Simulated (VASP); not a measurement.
Set up this calculation in VASP 6.6.1, as the native input.

| Item | Value |
| --- | --- |
| Task | single point |
| Functional | LDA |
| Potentials or basis | VASP PAW LDA potentials, release 64 (Sn_d, O) |
| Cutoff | 520 eV |
| k mesh | 6 × 6 × 8 |
| Occupations | gaussian, width 0.02 eV |
| Spin | no spin polarisation |
| Dipole correction | no |
| Further INCAR settings | ALGO = Normal; EDIFF = 1e-06; NBANDS = 35 |

The structure of SnO2 lies in POSCAR:

```
SnO2
1.0
    4.7585145848      0.0000000000      0.0000000000
    0.0000000000      4.7585911806      0.0000000000
    0.0000000000      0.0000000000      3.2000646643
Sn O
2 4
Direct
    0.5000000000      0.5000000000      0.5000000000
    0.0000000000      0.0000000000      0.0000000000
    0.3064233640      0.3064566642      0.0000000000
    0.8064233640      0.1935433358      0.5000000000
    0.1935766360      0.8064566642      0.5000000000
    0.6935766360      0.6935433358      0.0000000000
```

This cell differs from its parent crystal: strained cell.

One way to write it, as run:

INCAR

```
PREC = Accurate ; ENCUT = 520
EDIFF = 1E-6 ; ISMEAR = 0
SIGMA = 0.02 ; LREAL = F
LASPH = T ; NELM = 100
ALGO = Normal ; ISIF = 2
LWAVE = F ; LCHARG = T
GGA = CA ; LELF = T
LVHAR = T ; NBANDS = 35
```

KPOINTS

```
regular mesh
0
Gamma
  6 6 8
```

Potentials or basis: VASP PAW LDA potentials, release 64 (Sn_d, O).

Command:

```sh
$ cat potpaw_LDA.64/Sn_d/POTCAR potpaw_LDA.64/O/POTCAR > POTCAR
$ mpirun -np 1 vasp_std > vasp.out
```

Results of the run:

```yaml
Pressure: -2.5 GPa
Largest_force: 0.030 eV/Å
Band_gap_on_the_k_mesh: 1.00 eV
```

Caveat: the cell differs from its parent crystal (strained cell); spin-orbit coupling is left out, which moves the levels of the heavy elements.

It took 2.6 min on 1 thread of Intel Xeon 8259CL (shared host), peak memory 0.26 GiB.
